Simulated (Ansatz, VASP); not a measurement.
Two plane-wave programs on Rb

The input INCAR:

```
SYSTEM = Rb
  PREC = Accurate
  ENCUT = 520
  EDIFF = 1E-7
  ISMEAR = -1
  SIGMA = 0.1
  LREAL = .FALSE.
  LASPH = .TRUE.
  NELM = 60
  ALGO = Normal
  ISIF = 2
  LWAVE = .FALSE.
  LCHARG = .FALSE.
  GGA = B5
  ALDAX = 1.0
  AGGAX = 1.0
  AGGAC = 1.0
  ALDAC = 0.0
  NBANDS = 10
```

The input KPOINTS:

```
Automatic mesh
0
G
  9 9 9
  0 0 0
```

POSCAR

```
Rb
1.0
    0.0000000000      3.7269928284      3.7269928284
    3.7269928284      0.0000000000      3.7269928284
    3.7269928284      3.7269928284      0.0000000000
Rb
1
Direct
    0.0000000000      0.0000000000      0.0000000000
```

Input for Ansatz:

```yaml
crystal:
  lattice:
    - [0.0, 3.7269928284, 3.7269928284]
    - [3.7269928284, 0.0, 3.7269928284]
    - [3.7269928284, 3.7269928284, 0.0]
  atoms:
    - { symbol: Rb, position: [0.0, 0.0, 0.0] }
hamiltonian:
  xc: blyp
  pseudopotentials:
    kind: paw
    azcp:
      Rb: "pseudopotentials/Rb.paw.azcp"
basis:
  ecutwfc: 420
  fft_grid_basis: typed
kpoints:
  mp_grid: { grid: [9, 9, 9], shift: [0, 0, 0] }
magnetization:
  spin_polarized: false
scf:
  occupations: { method: fermi_dirac, width: 0.1 }
  lower_state_search: "off"
output:
  stress: true
```

Alike in both runs: task single point; functional BLYP; k mesh 9 × 9 × 9; occupations fermi-dirac, width 0.1 eV; no spin polarisation.

|  | VASP | Ansatz |
| --- | --- | --- |
| version | VASP 6.6.1 | Ansatz 0.2.0 |
| potentials or method | VASP PAW PBE potentials, release 64 (Rb_sv), cutoff 520 eV | plane waves (420 eV) with PAW, scalar-relativistic |
| valence electrons in the cell | 9 | 9 |

```tsv
	VASP	Ansatz	Ansatz less VASP
pressure (GPa)	-0.1	-0.2	0.00
```

VASP's potentials were made for PBE, not for BLYP. With one functional, cell and mesh, what is left measures potentials, basis and numerics.
